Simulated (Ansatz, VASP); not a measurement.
One calculation of InP, two programs

```
CELL_PARAMETERS angstrom
4.17472 0.00000 0.00000
0.00000 5.90395 0.00000
0.00000 0.00000 14.00000
ATOMIC_POSITIONS crystal
In 0.50000 0.50010 0.50000
P 0.00000 0.75010 0.50000
```

Alike in both runs: task single point; functional PBE; k mesh 4 × 4 × 1; occupations gaussian, width 0.1 eV; no spin polarisation.

|  | VASP | Ansatz |
| --- | --- | --- |
| version | VASP 6.6.1 | Ansatz 0.2.0 |
| potentials or method | VASP PAW PBE potentials, release 64 (In_d, P), cutoff 520 eV | scalar-relativistic, plane waves, PAW |
| valence electrons in the cell | 18 | 18 |

VASP gave:

| Property | Result |
| --- | --- |
| gap on the k mesh at the Fermi level (eV) | 0.02 |
| least direct gap on the mesh (eV) | 0.03 |
| rms of the force components (eV/Å) | 0.715 |

Task: Estimate Ansatz's values.

Result: gap on the k mesh at the Fermi level (eV): 0.02; least direct gap on the mesh (eV): 0.02; rms of the force components (eV/Å): 0.710.

Atom by atom the forces differ by 0.004 eV/Å (rms over components). Ansatz's warnings: slab cell height set.
